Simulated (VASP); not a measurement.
Here is a VASP 6.6.1 calculation.

Contents of INCAR:

```
ALGO = Normal
EDIFF = 1E-6
ENCUT = 600
GGA_COMPAT = False
ISIF = 2
ISMEAR = -1
LASPH = True
LCHARG = False
LREAL = False
LWAVE = False
NBANDS = 13
NELM = 120
PREC = Accurate
SIGMA = 0.1
```

The input KPOINTS:

```
k-points
0
Gamma
  19 19 11
```

The input POSCAR:

```
O
1.0
    1.9151851082      0.0000000000      0.0000000000
   -0.9575925541      1.6585989567      0.0000000000
    0.0000000000      0.0000000000      2.3331639586
O
2
Direct
    0.3333333333      0.6666666667      0.2500000000
    0.6666666667      0.3333333333      0.7500000000
```

Potentials or basis: VASP PAW LDA potentials, release 64 (O).

Launch:

```sh
$ cat potpaw_LDA.64/O/POTCAR > POTCAR
$ mpirun -np 1 vasp_std > vasp.out
```

What does it give for the band gap on the k mesh?

Zero (bands 6 and 7 overlap by 5.28 eV).

Estimate the pressure.

546.6 GPa.

Stress tensor (GPa, compression positive):
```
546.43   0.00   0.00
  0.00 546.43   0.00
  0.00   0.00 546.97
```

Caveat: the cell stands under pressure.
